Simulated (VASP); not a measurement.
# RbBr (P4/mmm) in VASP: notebook

RbBr is run at these levels: PBE; tasks: single point.

All numbers are computed with VASP 6.6.1; they aren't measurements. Logs are shortened: lines on timing, memory, paths and dates and some standing lists are left out, and cuts for length are marked.

### 1 The cell of the first run

It takes space group P4/mmm (No. 123, tetragonal). Conventional cell: a = 4.763 Å, b = 4.763 Å, c = 3.096 Å, α = 90.00°, β = 90.00°, γ = 90.00°. Rb (site symmetry 4/mmm) has 2 Rb at 3.10 Å and 8 Br at 3.71 Å within 4.1 Å. Within 4.1 Å of Br (site symmetry 4/mmm) lie 2 Br at 3.10 Å and 8 Rb at 3.71 Å.

### 2 Single point, PBE

Contents of INCAR:

```
PREC = Accurate
ENCUT = 520
EDIFF = 1E-6
ISMEAR = 0
SIGMA = 0.05
LREAL = False
LASPH = True
NELM = 60
ALGO = Normal
ISIF = 2
LWAVE = False
LCHARG = False
GGA = PE
NBANDS = 15
```

Contents of KPOINTS:

```
Automatic mesh
0
Gamma
  6 6 6
```

Contents of POSCAR:

```
RbBr
1.0
    4.7632083042      0.0000000000      0.0000000000
    0.0000000000      4.7632083042      0.0000000000
    0.0000000000      0.0000000000      3.0960853977
Rb Br
1 1
Direct
    0.0000000000      0.0000000000      0.0000000000
    0.5000000000      0.5000000000      0.5000000000
```

Potentials or basis: VASP PAW PBE potentials, release 64 (Rb_sv, Br).

Launch:

```sh
cat potpaw_PBE.64/Rb_sv/POTCAR potpaw_PBE.64/Br/POTCAR > POTCAR
mpirun -np 1 vasp_std > vasp.out
```

OUTCAR:

```text
PREC = Accurate
   ENCUT = 520
   EDIFF = 1E-6
   ISMEAR = 0
   LREAL = False
   LASPH = True
   NELM = 60
   ISIF = 2
   GGA = PE

 ion  position               nearest neighbor table
   1  0.000  0.000  0.000-   2 3.71   2 3.71   2 3.71   2 3.71   2 3.71   2 3.71   2 3.71   2 3.71

   2  0.500  0.500  0.500-   1 3.71   1 3.71   1 3.71   1 3.71   1 3.71   1 3.71   1 3.71   1 3.71

  LATTYP: Found a simple tetragonal cell.
 ALAT       =     4.7632083042
 C/A-ratio  =     0.6500000000

  Lattice vectors:

 A1 = (   4.7632083042,   0.0000000000,   0.0000000000)
 A2 = (   0.0000000000,   4.7632083042,   0.0000000000)
 A3 = (   0.0000000000,   0.0000000000,   3.0960853977)

Analysis of symmetry for initial positions (statically):
=====================================================================
 Subroutine PRICEL returns:
 Original cell was already a primitive cell.

 Routine SETGRP: Setting up the symmetry group for a
 simple tetragonal supercell.

 Subroutine GETGRP returns: Found 16 space group operations
 (whereof 16 operations were pure point group operations)
 out of a pool of 16 trial point group operations.

The static configuration has the point symmetry D_4h.

Analysis of symmetry for dynamics (positions and initial velocities):
=====================================================================
 Subroutine PRICEL returns:
 Original cell was already a primitive cell.

 Routine SETGRP: Setting up the symmetry group for a
 simple tetragonal supercell.

 Subroutine GETGRP returns: Found 16 space group operations
 (whereof 16 operations were pure point group operations)
 out of a pool of 16 trial point group operations.

The dynamic configuration has the point symmetry D_4h.

 Subroutine INISYM returns: Found 16 space group operations
 (whereof 16 operations are pure point group operations),
 and found     1 'primitive' translations

----------------------------------------------------------------------------------------

                                     Primitive cell

  volume of cell :      70.2445

  direct lattice vectors                    reciprocal lattice vectors
     4.763208304  0.000000000  0.000000000     0.209942530  0.000000000  0.000000000
     0.000000000  4.763208304  0.000000000     0.000000000  0.209942530  0.000000000
     0.000000000  0.000000000  3.096085398     0.000000000  0.000000000  0.322988507

  length of vectors
     4.763208304  4.763208304  3.096085398     0.209942530  0.209942530  0.322988507

  position of ions in fractional coordinates (direct lattice)
     0.000000000  0.000000000  0.000000000
     0.500000000  0.500000000  0.500000000

  ion indices of the primitive-cell ions
   primitive index   ion index
                 1           1
                 2           2

----------------------------------------------------------------------------------------

 KPOINTS: Automatic mesh

Automatic generation of k-mesh.
 Grid dimensions read from file:
 generate k-points for:    6    6    6

 Generating k-lattice:

  Cartesian coordinates                     Fractional coordinates (reciprocal lattice)
     0.034990422  0.000000000  0.000000000     0.166666667  0.000000000  0.000000000
     0.000000000  0.034990422  0.000000000     0.000000000  0.166666667  0.000000000
     0.000000000  0.000000000  0.053831418     0.000000000  0.000000000  0.166666667

  Length of vectors
     0.034990422  0.034990422  0.053831418

  Shift w.r.t. Gamma in fractional coordinates (k-lattice)
     0.000000000  0.000000000  0.000000000

 Subroutine IBZKPT returns following result:
 ===========================================

 Found     40 irreducible k-points:

 Following reciprocal coordinates:
            Coordinates               Weight
  0.000000  0.000000  0.000000      1.000000
  0.166667  0.000000  0.000000      4.000000
  0.333333  0.000000  0.000000      4.000000
  0.500000  0.000000  0.000000      2.000000
  0.166667  0.166667  0.000000      4.000000
  0.333333  0.166667  0.000000      8.000000
[... 16 lines left out ...]
  0.333333  0.000000  0.333333      8.000000
  0.500000  0.000000  0.333333      4.000000
 [... further k-points ...]
   k-points           NKPTS =     40   k-points in BZ     NKDIM =     40   number of bands    NBANDS=     15
   number of dos      NEDOS =    301   number of ions     NIONS =      2
   total plane-waves  NPLWV =  31104
   dimension x,y,z NGX =    36 NGY =   36 NGZ =   24
   dimension x,y,z NGXF=    72 NGYF=   72 NGZF=   48
   ions per type =               1   1
   NGX,Y,Z   is equivalent  to a cutoff of  12.56, 12.56, 12.89 a.u.
   NGXF,Y,Z  is equivalent  to a cutoff of  25.13, 25.13, 25.77 a.u.
 SYSTEM =  unknown system
   PREC   = accura    normal or accurate (medium, high low for compatibility)
   ISTART =      0    job   : 0-new  1-cont  2-samecut
   ICHARG =      2    charge: 1-file 2-atom 10-const
   ISPIN  =      1    spin polarized calculation?
   LNONCOLLINEAR =      F non collinear calculations
   LSORBIT =      F    spin-orbit coupling
   LASPH  =      T    aspherical Exc in radial PAW
   ENCUT  =  520.0 eV  38.22 Ry    6.18 a.u.   8.86  8.86  5.76*2*pi/ulx,y,z
   NELM   =     60;   NELMIN=  2; NELMDL= -5     # of ELM steps
   EDIFF  = 0.1E-05   stopping-criterion for ELM
   LREAL  =      F    real-space projection
   EDIFFG = 0.1E-04   stopping-criterion for IOM
   NSW    =      0    number of steps for IOM
   IBRION =     -1    ionic relax: 0-MD 1-quasi-New 2-CG
   NFREE  =      0    steps in history (QN), initial steepest desc. (CG)
   ISIF   =      2    stress and relaxation
   ISYM   =      2    0-nonsym 1-usesym 2-fastsym
   POTIM  = 0.5000    time-step for ionic-motion
   TEBEG  =    0.0;   TEEND  =   0.0 temperature during run
   PSTRESS=    0.0 pullay stress
   NELECT =      16.0000    total number of electrons
   NUPDOWN=      -1.0000    fix difference up-down
   EMIN   =  10.00;   EMAX   =-10.00  energy-range for DOS
   EFERMI =   0.00;   METHOD = LEGACY
   ISMEAR =     0;   SIGMA  =   0.05  broadening in eV -4-tet -1-fermi 0-gaus
   EFERMI_NEDOS =   21; number of points for ismear=-14 and -15
   IALGO  =     38    algorithm
   IMIX   =      4    mixing-type and parameters
     AMIX     =   0.40;   BMIX     =  1.00
     AMIX_MAG =   1.60;   BMIX_MAG =  1.00
  volume/ion in A,a.u.               =      35.12       237.02
  Fermi-wavevector in a.u.,A,eV,Ry     =   0.999795  1.889338 13.600238  0.999589
  Thomas-Fermi vector in A             =   2.132108
   LORBIT       =      0    0 simple, 1 ext, 2 COOP (PROOUT), +10 PAW based schemes
   GGA     = PE    functional components
   LHFCALC =     F    Hartree Fock is set to
   AEXX    =    0.0000 exact exchange contribution
   IVDW    =     0    specifies the selected vdW correction
   LEPSILON=     F    determine dielectric tensor
   LRPA    =     F    only Hartree local field effects (RPA)
 non-spin polarized calculation
 Gauss-broadening in eV      SIGMA  =   0.05
  energy-cutoff  :      520.00
  volume of cell :       70.24
 maximum number of plane-waves:      1928
 NGX is ok and might be reduce to    36

 number of electron      16.0000000 magnetization

 Free energy of the ion-electron system (eV)
  ---------------------------------------------------
  ext. energy  EPLUGINS =         0.00000000
  ---------------------------------------------------
  free energy    TOTEN  =        -4.87988249 eV

  energy without entropy =       -4.87988249  energy(sigma->0) =       -4.87988249

 E-fermi :   2.5744     XC(G=0):  -7.8907

 val. band max:        2.2956176824   @ k =   0.5000   0.5000   0.0000
 cond. band min:       2.9634535209   @ k =   0.0000   0.0000   0.0000
 fundamental gap:      0.6678358385
 Fermi energy:         2.5743586845

 k-point     1 :       0.0000    0.0000    0.0000
  band No.  band energies     occupation
      1     -26.6853      2.00000
      2     -13.0116      2.00000
      3     -10.6342      2.00000
      4     -10.6342      2.00000
      5      -9.5895      2.00000
      6      -1.1280      2.00000
      7      -1.1280      2.00000
      8       2.2587      2.00000
      9       2.9635      0.00000
     10       4.0671      0.00000
     11       5.4807      0.00000
     12       6.8096      0.00000
     13      11.4246      0.00000
     14      11.5048      0.00000
     15      11.5052      0.00000

 k-point     2 :       0.1667    0.0000    0.0000
  band No.  band energies     occupation
      1     -26.6844      2.00000
      2     -13.0268      2.00000
      3     -10.6290      2.00000
      4     -10.6170      2.00000
      5      -9.5886      2.00000
      6      -1.4273      2.00000
      7      -1.1862      2.00000
      8       2.2577      2.00000
      9       3.4566      0.00000
     10       4.4682      0.00000
     11       5.5393      0.00000
     12       7.0848      0.00000
     13      10.9318      0.00000
     14      11.4102      0.00000
     15      11.4713      0.00000

 k-point     3 :       0.3333    0.0000    0.0000
  band No.  band energies     occupation
      1     -26.6827      2.00000
      2     -13.0568      2.00000
      3     -10.6184      2.00000
      4     -10.5820      2.00000
      5      -9.5868      2.00000
      6      -1.9040      2.00000
      7      -1.2986      2.00000
      8       2.2557      2.00000
      9       4.4008      0.00000
     10       5.3529      0.00000
     11       5.8491      0.00000
     12       7.8384      0.00000
     13       9.4845      0.00000
     14      10.1951      0.00000
     15      11.0090      0.00000

 k-point     4 :       0.5000    0.0000    0.0000
  band No.  band energies     occupation
      1     -26.6818      2.00000
      2     -13.0716      2.00000
      3     -10.6131      2.00000
      4     -10.5642      2.00000
      5      -9.5859      2.00000
      6      -2.1048      2.00000
      7      -1.3529      2.00000
      8       2.2547      2.00000
      9       4.9414      0.00000
     10       5.6063      0.00000
     11       6.4466      0.00000
     12       8.6602      0.00000
     13       8.8467      0.00000
     14       9.0073      0.00000
     15      10.5758      0.00000
[... 307 lines left out ...]
 k-point    22 :       0.1667    0.0000    0.3333
  band No.  band energies     occupation
      1     -26.4143      2.00000
      2     -12.4250      2.00000
      3     -11.4269      2.00000
      4     -10.3466      2.00000
      5     -10.3388      2.00000
      6      -1.6175      2.00000
      7      -0.7017      2.00000
      8      -0.5715      2.00000
      9       5.2156      0.00000
     10       5.8935      0.00000
     11       6.6056      0.00000
     12       7.2389      0.00000
     13       8.2536      0.00000
     14       8.5896      0.00000
     15      10.4974      0.00000

 k-point    23 :       0.3333    0.0000    0.3333
  band No.  band energies     occupation
      1     -26.4130      2.00000
      2     -12.3903      2.00000
      3     -11.4760      2.00000
      4     -10.3569      2.00000
      5     -10.3332      2.00000
      6      -1.5234      2.00000
      7      -0.9422      2.00000
      8      -0.5597      2.00000
      9       5.0038      0.00000
     10       6.0453      0.00000
     11       6.1680      0.00000
     12       7.9340      0.00000
     13       7.9431      0.00000
     14       8.9970      0.00000
     15      11.0116      0.00000

 k-point    24 :       0.5000    0.0000    0.3333
  band No.  band energies     occupation
      1     -26.4123      2.00000
      2     -12.3720      2.00000
      3     -11.5012      2.00000
      4     -10.3623      2.00000
      5     -10.3305      2.00000
      6      -1.4609      2.00000
      7      -1.0698      2.00000
      8      -0.5539      2.00000
      9       4.9347      0.00000
     10       5.9328      0.00000
     11       6.0137      0.00000
     12       7.7404      0.00000
     13       9.1524      0.00000
     14       9.5278      0.00000
     15       9.6546      0.00000

 [... further k-points ...]

------------------------ aborting loop because EDIFF is reached ----------------------------------------

  FORCE on cell =-STRESS in cart. coord.  units (eV):
  Direction    XX          YY          ZZ          XY          YZ          ZX
  --------------------------------------------------------------------------------------
  -------------------------------------------------------------------------------------
  Total       -1.8705177     -1.8705177      8.1782429      0.0000000      0.0000000     -0.0000000
  in kB      -42.6638764    -42.6638764    186.5342178      0.0000000      0.0000000     -0.0000000
  external PRESSURE =      33.7354883 kB  Pullay stress =       0.0000000 kB

 VOLUME and BASIS-vectors are now :
 -----------------------------------------------------------------------------
  energy-cutoff  :      520.00
  volume of cell :       70.24
      direct lattice vectors                 reciprocal lattice vectors
     4.763208304  0.000000000  0.000000000     0.209942530  0.000000000  0.000000000
     0.000000000  4.763208304  0.000000000     0.000000000  0.209942530  0.000000000
     0.000000000  0.000000000  3.096085398     0.000000000  0.000000000  0.322988507

 POSITION                                       TOTAL-FORCE (eV/Angst)
 -----------------------------------------------------------------------------------
      0.00000      0.00000      0.00000         0.000000      0.000000      0.000000
      2.38160      2.38160      1.54804         0.000000      0.000000      0.000000
 -----------------------------------------------------------------------------------
    total drift:                                0.000000      0.000000      0.000000

  FREE ENERGIE OF THE ION-ELECTRON SYSTEM (eV)
  ---------------------------------------------------
  free  energy   TOTEN  =        -4.8798824887 eV

  energy  without entropy=       -4.8798824887  energy(sigma->0) =       -4.87988249
```

It took 14 s on 1 thread of Intel Xeon Platinum 8488C (Sapphire Rapids), shared host; peak memory 0.2 GiB.

What came out:

```yaml
Free_energy: -4.8799 eV
Pressure: 3.4 GPa
Band_gap_on_the_k_mesh: 0.67 eV, indirect (least direct gap 0.70 eV)
```

 A k mesh can miss the band edges.

### 3 Single point, PBE

This run uses another cell than the first one, of the same volume but with other edges.

Contents of INCAR:

```
ALGO = Normal
EDIFF = 1E-6
ENCUT = 520
GGA = PE
ISIF = 2
ISMEAR = 0
LASPH = True
LCHARG = True
LELF = True
LREAL = False
LVHAR = True
LWAVE = False
NBANDS = 15
NELM = 100
PREC = Accurate
SIGMA = 0.05
```

Contents of KPOINTS:

```
k-points
0
Gamma
  6 6 6
```

Contents of POSCAR:

```
RbBr
1.0
    3.6044605253      0.0000000000      0.0000000000
    0.0000000000      3.6044605253      0.0000000000
    0.0000000000      0.0000000000      5.4066907879
Rb Br
1 1
Direct
    0.0000000000      0.0000000000      0.0000000000
    0.5000000000      0.5000000000      0.5000000000
```

Potentials or basis: VASP PAW PBE potentials, release 64 (Rb_sv, Br).

Launch:

```sh
cat potpaw_PBE.64/Rb_sv/POTCAR potpaw_PBE.64/Br/POTCAR > POTCAR
mpirun -np 1 vasp_std > vasp.out
```

It took 18 s on 1 thread of Intel Xeon Platinum 8488C (Sapphire Rapids), shared host; peak memory 0.2 GiB.

Results (log left out):

| Property | Result |
| --- | --- |
| Free energy | -5.1967 eV |
| Pressure | 1.0 GPa |
| Band gap on the k mesh | 1.34 eV, indirect (least direct gap 1.62 eV) |

Stress tensor (GPa, compression positive):
```
 5.96  0.00  0.00
 0.00  5.96  0.00
 0.00  0.00 -9.02
```

Levels at points of the mesh, in eV from the valence-band top:
```
           k point  band 6  band 7  band 8  band 9  band 10  band 11
(0.00, 0.00, 0.00)   -2.17   -0.28   -0.28    1.34     4.13     4.71
(0.50, 0.00, 0.00)   -2.93   -2.16   -0.04    4.23     5.10     6.70
(0.50, 0.50, 0.00)   -2.19   -2.19   -1.53    2.59     4.71     4.71
(0.00, 0.00, 0.50)   -2.99   -0.35   -0.35    3.24     4.30     5.86
(0.50, 0.00, 0.50)   -2.62   -1.98    0.00    3.29     4.57     6.70
(0.50, 0.50, 0.50)   -2.38   -2.38   -2.01    4.24     6.39     6.72
```
